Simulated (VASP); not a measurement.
# BAs (F-43m) in VASP: a series of runs, part 2 of 3

VASP 6.6.1. The steps go on from the part before.

### 3 Electric field gradients, LDA

This run uses another cell than the first one, of 13.63 Å³/atom, 1.010 times its volume.

Input file INCAR:

```
PREC = Accurate
ENCUT = 520
EDIFF = 1E-8
ISMEAR = -1
SIGMA = 0.03
LREAL = F
LASPH = T
NELM = 60
ALGO = Normal
ISIF = 2
LWAVE = F
LCHARG = F
GGA = CA
LEFG = T
NBANDS = 11
```

Input file KPOINTS:

```
Automatic mesh
0
Gamma
  15 15 15
```

Input file POSCAR:

```
BAs
1.0
    0.0000000000      2.3885000000      2.3885000000
    2.3885000000      0.0000000000      2.3885000000
    2.3885000000      2.3885000000      0.0000000000
B As
1 1
Direct
    0.0000000000      0.0000000000      0.0000000000
    0.7500000000      0.7500000000      0.7500000000
```

Potentials or basis: VASP PAW LDA potentials, release 64 (B, As).

Started as:

```console
> cat potpaw_LDA.64/B/POTCAR potpaw_LDA.64/As/POTCAR > POTCAR
> mpirun -np 1 vasp_std > vasp.out
```

OUTCAR:

```text
PREC = Accurate
   ENCUT = 520
   EDIFF = 1E-8
   ISMEAR = -1
   LREAL = F
   LASPH = T
   NELM = 60
   ISIF = 2
   GGA = CA

 ion  position               nearest neighbor table
   1  0.000  0.000  0.000-   2 2.07   2 2.07   2 2.07   2 2.07
   2  0.750  0.750  0.750-   1 2.07   1 2.07   1 2.07   1 2.07

  LATTYP: Found a face centered cubic cell.
 ALAT       =     4.7770000000

  Lattice vectors:

 A1 = (   0.0000000000,   2.3885000000,   2.3885000000)
 A2 = (   2.3885000000,   0.0000000000,   2.3885000000)
 A3 = (   2.3885000000,   2.3885000000,   0.0000000000)

Analysis of symmetry for initial positions (statically):
=====================================================================
 Subroutine PRICEL returns:
 Original cell was already a primitive cell.

 Routine SETGRP: Setting up the symmetry group for a
 face centered cubic supercell.

 Subroutine GETGRP returns: Found 24 space group operations
 (whereof 24 operations were pure point group operations)
 out of a pool of 48 trial point group operations.

The static configuration has the point symmetry T_d .

Analysis of symmetry for dynamics (positions and initial velocities):
=====================================================================
 Subroutine PRICEL returns:
 Original cell was already a primitive cell.

 Routine SETGRP: Setting up the symmetry group for a
 face centered cubic supercell.

 Subroutine GETGRP returns: Found 24 space group operations
 (whereof 24 operations were pure point group operations)
 out of a pool of 48 trial point group operations.

The dynamic configuration has the point symmetry T_d .

[... 161 lines left out ...]
      7       9.4060      0.00000
      8      10.8492      0.00000
      9      15.5133      0.00000
     10      19.1895      0.00000
     11      19.1895      0.00000
[... 309 lines left out ...]
 k-point    24 :       0.2000    0.1333    0.0000
  band No.  band energies     occupation
      1      -8.5695      2.00000
      2       3.3536      2.00000
      3       4.4640      2.00000
      4       4.6859      2.00000
      5       8.6179      0.00000
      6      11.2327      0.00000
      7      11.7032      0.00000
      8      12.2315      0.00000
      9      15.9477      0.00000
     10      17.7924      0.00000
     11      19.3990      0.00000

 [... further k-points ...]
[... 5 lines left out ...]
  --------------------------------------------------------------------------------------
  -------------------------------------------------------------------------------------
  Total       -0.5247495     -0.5247495     -0.5247495     -0.0000000     -0.0000000      0.0000000
  in kB      -30.8501190    -30.8501190    -30.8501190     -0.0000000     -0.0000000      0.0000000
  external PRESSURE =     -30.8501190 kB  Pullay stress =       0.0000000 kB

 VOLUME and BASIS-vectors are now :
 -----------------------------------------------------------------------------
  energy-cutoff  :      520.00
  volume of cell :       27.25
      direct lattice vectors                 reciprocal lattice vectors
     0.000000000  2.388500000  2.388500000    -0.209336404  0.209336404  0.209336404
     2.388500000  0.000000000  2.388500000     0.209336404 -0.209336404  0.209336404
     2.388500000  2.388500000  0.000000000     0.209336404  0.209336404 -0.209336404

 POSITION                                       TOTAL-FORCE (eV/Angst)
 -----------------------------------------------------------------------------------
      0.00000      0.00000      0.00000        -0.000000      0.000000      0.000000
      3.58275      3.58275      3.58275         0.000000     -0.000000     -0.000000
 -----------------------------------------------------------------------------------
    total drift:                                0.000000      0.000000      0.000000

  FREE ENERGIE OF THE ION-ELECTRON SYSTEM (eV)
  ---------------------------------------------------
  free  energy   TOTEN  =       -12.9212774884 eV

  energy  without entropy=      -12.9212774883  energy(sigma->0) =      -12.92127749

 Electric field gradients (V/A^2)
---------------------------------------------------------------------
 ion       V_xx      V_yy      V_zz      V_xy      V_xz      V_yz
---------------------------------------------------------------------
   1       0.000    -0.000     0.000     0.000     0.000     0.000
   2       0.000     0.000    -0.000     0.000     0.000     0.000
---------------------------------------------------------------------

 Electric field gradients after diagonalization (V/A^2)
 (convention: |V_zz| > |V_xx| > |V_yy|)
----------------------------------------------------------------------
 ion       V_xx      V_yy      V_zz     asymmetry (V_yy - V_xx)/ V_zz
----------------------------------------------------------------------
   1      -0.000    -0.000     0.000       0.000
   2      -0.000    -0.000     0.000       0.000
----------------------------------------------------------------------

           NMR quadrupolar parameters

 Cq : quadrupolar parameter    Cq=e*Q*V_zz/h
 eta: asymmetry parameters     (V_yy - V_xx)/ V_zz
 Q  : nuclear electric quadrupole moment in mb (millibarn)
----------------------------------------------------------------------
 ion       Cq(MHz)       eta       Q (mb)
----------------------------------------------------------------------
   1       0.000       0.000       1.000
   2       0.000       0.000       1.000
----------------------------------------------------------------------
```

OSZICAR:

```text
N       E                     dE             d eps       ncg     rms          rms(c)
DAV:   1     0.112211087756E+02    0.11221E+02   -0.37795E+03  2648   0.642E+02
DAV:   2    -0.129056790470E+02   -0.24127E+02   -0.22866E+02  3473   0.104E+02
DAV:   3    -0.136418413669E+02   -0.73616E+00   -0.73466E+00  3329   0.172E+01
DAV:   4    -0.136438463161E+02   -0.20049E-02   -0.20048E-02  2879   0.104E+00
DAV:   5    -0.136438496016E+02   -0.32855E-05   -0.32855E-05  3167   0.453E-02    0.501E+00
DAV:   6    -0.130136806722E+02    0.63017E+00   -0.16863E+00  2832   0.520E+00    0.236E+00
DAV:   7    -0.129343787768E+02    0.79302E-01   -0.19169E-01  3116   0.219E+00    0.891E-01
DAV:   8    -0.129212456198E+02    0.13133E-01   -0.23154E-02  3012   0.800E-01    0.977E-02
DAV:   9    -0.129212701295E+02   -0.24510E-04   -0.76991E-04  2993   0.169E-01    0.568E-02
DAV:  10    -0.129212761421E+02   -0.60126E-05   -0.76678E-05  2832   0.497E-02    0.125E-02
DAV:  11    -0.129212776258E+02   -0.14837E-05   -0.18236E-06  3180   0.850E-03    0.119E-02
DAV:  12    -0.129212774878E+02    0.13797E-06   -0.81825E-07  2886   0.375E-03    0.329E-03
DAV:  13    -0.129212774884E+02   -0.56173E-09   -0.33201E-08  3084   0.120E-03
   1 F= -.12921277E+02 E0= -.12921277E+02  d E =-.260577E-10
```

stdout:

```text
POSCAR found type information on POSCAR B As
 POSCAR found :  2 types and       2 ions
 scaLAPACK will be used
 LDA part: xc-table for (Slater(with rela. corr.)+CA(PZ))
 , standard interpolation
 POSCAR, INCAR and KPOINTS ok, starting setup
 FFT: planning ... GRIDC
 FFT: planning ... GRID_SOFT
 FFT: planning ... GRID
 WAVECAR not read
 entering main loop
ion   1

ion   2
```

Wall time 15 s (1 thread of Intel Xeon 6975P-C (Granite Rapids), shared host); peak memory 0.16 GiB.

Results:

* Free energy: -12.9213 eV
* Pressure: -3.1 GPa
* Band gap on the k mesh: 1.12 eV, indirect (least direct gap 3.25 eV)

Caveat: without QUAD_EFG the Cq values of the log hold for a quadrupole moment of 1 mb, not for the nuclei.

### 4 Electric field gradients, LDA

This run uses another cell than the first one, of 13.63 Å³/atom, 1.010 times its volume.

Input file INCAR:

```
SYSTEM = BAs
PREC     = Accurate       ! precision mode
ENCUT    = 520            ! plane-wave cutoff, eV
EDIFF    = 1E-8           ! SCF threshold, eV
ISMEAR   = -1             ! smearing method
SIGMA    = 0.03           ! smearing width, eV
LREAL    = .FALSE.        ! projectors in reciprocal space
LASPH    = .TRUE.         ! aspherical terms in the spheres
NELM     = 80             ! most SCF steps
ALGO     = Normal         ! electronic algorithm
ISIF     = 2              ! what is computed and relaxed
LWAVE    = .FALSE.        ! write WAVECAR
LCHARG   = .FALSE.        ! write CHGCAR
GGA      = CA             ! functional
LEFG     = .TRUE.       
NBANDS   = 11             ! bands
```

Input file KPOINTS:

```
Automatic mesh
0
G
  15 15 15
  0 0 0
```

POSCAR is that of step 3.

Potentials or basis: VASP PAW LDA potentials, release 64 (B, As).

Started as:

```console
> cat potpaw_LDA.64/B/POTCAR potpaw_LDA.64/As/POTCAR > POTCAR
> mpirun -np 1 vasp_std > vasp.out
```

OUTCAR:

```text
SYSTEM = BAs
   PREC = Accurate
   ENCUT = 520
   EDIFF = 1E-8
   ISMEAR = -1
   LREAL = .FALSE.
   LASPH = .TRUE.
   NELM = 80
   ISIF = 2
   GGA = CA

 ion  position               nearest neighbor table
   1  0.000  0.000  0.000-   2 2.07   2 2.07   2 2.07   2 2.07
   2  0.750  0.750  0.750-   1 2.07   1 2.07   1 2.07   1 2.07

  LATTYP: Found a face centered cubic cell.
 ALAT       =     4.7770000000

  Lattice vectors:

 A1 = (   0.0000000000,   2.3885000000,   2.3885000000)
 A2 = (   2.3885000000,   0.0000000000,   2.3885000000)
 A3 = (   2.3885000000,   2.3885000000,   0.0000000000)

Analysis of symmetry for initial positions (statically):
=====================================================================
 Subroutine PRICEL returns:
 Original cell was already a primitive cell.

 Routine SETGRP: Setting up the symmetry group for a
 face centered cubic supercell.

 Subroutine GETGRP returns: Found 24 space group operations
[... 523 lines left out ...]
  volume of cell :       27.25
      direct lattice vectors                 reciprocal lattice vectors
     0.000000000  2.388500000  2.388500000    -0.209336404  0.209336404  0.209336404
     2.388500000  0.000000000  2.388500000     0.209336404 -0.209336404  0.209336404
     2.388500000  2.388500000  0.000000000     0.209336404  0.209336404 -0.209336404

 POSITION                                       TOTAL-FORCE (eV/Angst)
 -----------------------------------------------------------------------------------
      0.00000      0.00000      0.00000        -0.000000      0.000000      0.000000
      3.58275      3.58275      3.58275         0.000000     -0.000000     -0.000000
 -----------------------------------------------------------------------------------
    total drift:                                0.000000      0.000000      0.000000

  FREE ENERGIE OF THE ION-ELECTRON SYSTEM (eV)
  ---------------------------------------------------
  free  energy   TOTEN  =       -12.9212774884 eV

  energy  without entropy=      -12.9212774883  energy(sigma->0) =      -12.92127749

 Electric field gradients (V/A^2)
---------------------------------------------------------------------
 ion       V_xx      V_yy      V_zz      V_xy      V_xz      V_yz
---------------------------------------------------------------------
   1       0.000    -0.000     0.000     0.000     0.000     0.000
   2       0.000     0.000    -0.000     0.000     0.000     0.000
---------------------------------------------------------------------

 Electric field gradients after diagonalization (V/A^2)
 (convention: |V_zz| > |V_xx| > |V_yy|)
----------------------------------------------------------------------
 ion       V_xx      V_yy      V_zz     asymmetry (V_yy - V_xx)/ V_zz
----------------------------------------------------------------------
   1      -0.000    -0.000     0.000       0.000
   2      -0.000    -0.000     0.000       0.000
----------------------------------------------------------------------

           NMR quadrupolar parameters

 Cq : quadrupolar parameter    Cq=e*Q*V_zz/h
 eta: asymmetry parameters     (V_yy - V_xx)/ V_zz
 Q  : nuclear electric quadrupole moment in mb (millibarn)
----------------------------------------------------------------------
 ion       Cq(MHz)       eta       Q (mb)
----------------------------------------------------------------------
   1       0.000       0.000       1.000
   2       0.000       0.000       1.000
----------------------------------------------------------------------
```

OSZICAR:

```text
N       E                     dE             d eps       ncg     rms          rms(c)
DAV:   1     0.112211087756E+02    0.11221E+02   -0.37795E+03  2648   0.642E+02
DAV:   2    -0.129056790470E+02   -0.24127E+02   -0.22866E+02  3473   0.104E+02
DAV:   3    -0.136418413669E+02   -0.73616E+00   -0.73466E+00  3329   0.172E+01
DAV:   4    -0.136438463161E+02   -0.20049E-02   -0.20048E-02  2879   0.104E+00
DAV:   5    -0.136438496016E+02   -0.32855E-05   -0.32855E-05  3167   0.453E-02    0.501E+00
DAV:   6    -0.130136806722E+02    0.63017E+00   -0.16863E+00  2832   0.520E+00    0.236E+00
DAV:   7    -0.129343787768E+02    0.79302E-01   -0.19169E-01  3116   0.219E+00    0.891E-01
DAV:   8    -0.129212456198E+02    0.13133E-01   -0.23154E-02  3012   0.800E-01    0.977E-02
DAV:   9    -0.129212701295E+02   -0.24510E-04   -0.76991E-04  2993   0.169E-01    0.568E-02
DAV:  10    -0.129212761421E+02   -0.60126E-05   -0.76678E-05  2832   0.497E-02    0.125E-02
DAV:  11    -0.129212776258E+02   -0.14837E-05   -0.18236E-06  3180   0.850E-03    0.119E-02
DAV:  12    -0.129212774878E+02    0.13797E-06   -0.81825E-07  2886   0.375E-03    0.329E-03
DAV:  13    -0.129212774884E+02   -0.56173E-09   -0.33201E-08  3084   0.120E-03
   1 F= -.12921277E+02 E0= -.12921277E+02  d E =-.260577E-10
```

Run time: 16 s. Hardware: 1 thread of Intel Xeon 6975P-C (Granite Rapids), shared host; peak memory 0.16 GiB.

What came out:

| Item | Value |
| --- | --- |
| Free energy | -12.9213 eV |
| Pressure | -3.1 GPa |
| Band gap on the k mesh | 1.12 eV, indirect (least direct gap 3.25 eV) |

Caveat: without QUAD_EFG the Cq values of the log hold for a quadrupole moment of 1 mb, not for the nuclei.

(Part 2 of 3 ends here.)
